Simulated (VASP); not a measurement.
GaAs: relaxation of the atoms with r2SCAN

**The experiment to reproduce.**

From “Evidence of valence band perturbations in GaAsN/GaAs(001): A combined variable-angle spectroscopic ellipsometry and modulated photoreflectance investigation”, 2008, arxiv:0805.2212, for a bulk crystal of GaAs at 300 K: band gap 1.412 ± 0.01 eV (direct).

GaAs:

```xyz
2
Lattice="0.0000 2.8514 2.8514 2.8514 0.0000 2.8514 2.8514 2.8514 0.0000" Properties=species:S:1:pos:R:3 pbc="T T T"
Ga    0.0000    0.0000    0.0000
As    1.4257    1.4257    1.4257
```

- Program: VASP 6.6.1
- Task: relaxation of the atoms
- Functional: r2SCAN
- Potentials or basis: VASP PAW PBE potentials, release 64 (Ga_d, As)
- Cutoff: 520 eV
- k mesh: 8 × 8 × 8
- Occupations: fermi-dirac, width 0.02 eV
- Spin: no spin polarisation
- Dipole correction: no
- Further INCAR settings: ALGO = Normal; EDIFF = 1e-07; IBRION = 2; EDIFFG = -0.01; NSW = 50

The pressure after relaxing is -1.2 GPa and the band gap on the k mesh is 0.79 eV, direct.

Final structure:
```cif
data_structure
_symmetry_space_group_name_H-M 'P 1'
_symmetry_Int_Tables_number 1
_cell_length_a 4.0325
_cell_length_b 4.0325
_cell_length_c 4.0325
_cell_angle_alpha 60.000
_cell_angle_beta 60.000
_cell_angle_gamma 60.000
_cell_volume 46.37
loop_
_atom_site_label
_atom_site_type_symbol
_atom_site_fract_x
_atom_site_fract_y
_atom_site_fract_z
_atom_site_occupancy
Ga1 Ga 0.00000 0.00000 0.00000 1
As1 As 0.25000 0.25000 0.25000 1
```

Levels at points of the mesh, in eV from the valence-band top:
```tsv
k point	band 6	band 7	band 8	band 9	band 10	band 11	band 12	band 13
(0.00, 0.00, 0.00)	-13.02	0.00	0.00	0.00	0.79	4.03	4.03	4.03
(0.50, 0.00, 0.00)	-11.25	-6.67	-1.15	-1.14	1.28	4.98	4.98	8.25
(0.50, 0.50, 0.00)	-10.51	-6.87	-2.68	-2.68	1.80	1.96	10.65	10.65
```

Wall time 90 s on 1 thread of Intel Xeon 8259CL, with other jobs on the host, peak memory 0.18 GiB.

Measured gap of GaAs: 1.412 eV (direct; 300 K; “Evidence of valence band perturbations in GaAsN/GaAs(001): A combined variable-angle spectroscopic ellipsometry and modulated photoreflectance investigation”, 2008, arxiv:0805.2212). This calculation gives 0.79 eV (-0.62 eV). 3 values of this kind are on record (1.412 to 1.51 eV); this one was drawn at random among those near their median, those with a stated uncertainty first. Spin-orbit coupling on As, Ga is left out. The value is that of r2SCAN on a finite k mesh, which can miss the band edges, without temperature or zero-point motion.

Caveat: the relaxation stopped at its first step, so nothing moved; the PAW data sets were made with another functional, which shifts forces and pressure a little.
